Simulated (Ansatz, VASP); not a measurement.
# Two plane-wave programs on BP

The input INCAR:

```
ALGO = Normal
EDIFF = 1E-6
ENCUT = 520
GGA = PS
ISIF = 2
ISMEAR = -1
LASPH = True
LCHARG = False
LREAL = False
LWAVE = False
NBANDS = 11
NELM = 60
PREC = Accurate
SIGMA = 0.05
```

File KPOINTS:

```
k-points
0
Gamma
  15 15 15
```

Contents of POSCAR:

```
BP
1.0
    0.0000000000      2.2139304147      2.2139304147
    2.2139304147      0.0000000000      2.2139304147
    2.2139304147      2.2139304147      0.0000000000
B P
1 1
Direct
    0.0000000000      0.0000000000      0.0000000000
    0.2500000000      0.2500000000      0.2500000000
```

Input for Ansatz:

```yaml
crystal:
  lattice:
    - [0.0, 2.2139304147, 2.2139304147]
    - [2.2139304147, 0.0, 2.2139304147]
    - [2.2139304147, 2.2139304147, 0.0]
  atoms:
    - { symbol: B, position: [0.0, 0.0, 0.0] }
    - { symbol: P, position: [0.25, 0.25, 0.25] }
kpoints:
  mp_grid: { grid: [15, 15, 15] }
scf:
  occupations: { method: fermi_dirac, width: 0.05 }
hamiltonian:
  xc: pbesol
  pseudopotentials: { kind: paw }
output:
  forces: true
  stress: true
  eigenvalues: true
  populations: true
```

Change from the starting cell: volume scaled by 0.94, PAW files.

Alike in both runs: task single point; functional PBEsol; k mesh 15 × 15 × 15; occupations fermi-dirac, width 0.05 eV; no spin polarisation.

|  | VASP | Ansatz |
| --- | --- | --- |
| version | VASP 6.6.1 | Ansatz 0.2.0 |
| potentials or method | VASP PAW PBE potentials, release 64 (B, P) | PAW with Ansatz's default frozen-core files, scalar-relativistic |
| plane-wave cutoff (eV) | 520 | 420 |
| valence electrons in the cell | 8 | 8 |

```csv
,VASP,Ansatz,Ansatz less VASP
pressure (GPa),11.9,11.8,-0.10
```

VASP's potentials were made for PBE, not for PBEsol. With one functional, cell and mesh, what is left measures potentials, basis and numerics.
